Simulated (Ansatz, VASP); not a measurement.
**Two plane-wave programs on Pt3Br2**

```
Pt Br
1.0
     3.43086    0.00000    0.00000
    -1.71543    2.97121    0.00000
     0.00000    0.00000    9.49732
Pt Br
3 2
Cartesian
  0.0000 0.0000 0.0000
  0.0000 1.9808 5.6132
  1.7154 0.9904 3.8841
  0.0000 1.9808 1.8682
  1.7154 0.9904 7.6291
```

Alike in both runs: task relaxation of cell and atoms; functional PBE; k mesh 12 × 12 × 4; occupations gaussian, width 0.1 eV; no spin polarisation.

|  | VASP | Ansatz |
| --- | --- | --- |
| version | VASP 6.6.1 | Ansatz 0.2.0 |
| potentials or method | VASP PAW PBE potentials, release 64 (Pt, Br), cutoff 600 eV | scalar-relativistic, plane waves, PAW |
| valence electrons in the cell | 44 | 68 |

|  | VASP | Ansatz | Ansatz less VASP |
| --- | --- | --- | --- |
| gap on the k mesh at the Fermi level, each at its own relaxed structure (eV) | none | none | - |
| relaxed volume (Å³/atom) | 19.38 | 19.40 | +0.022 |
| relaxed cell length with the largest relative difference (Å) | 3.436 | 3.438 | +0.0023 |

A gap of «none» marks a metal or a gap that the smearing closes. VASP's potentials hold 44 valence electrons a cell and Ansatz's 68, so a difference there can come from the potentials and not from the codes.

Neither program's run includes spin-orbit coupling.
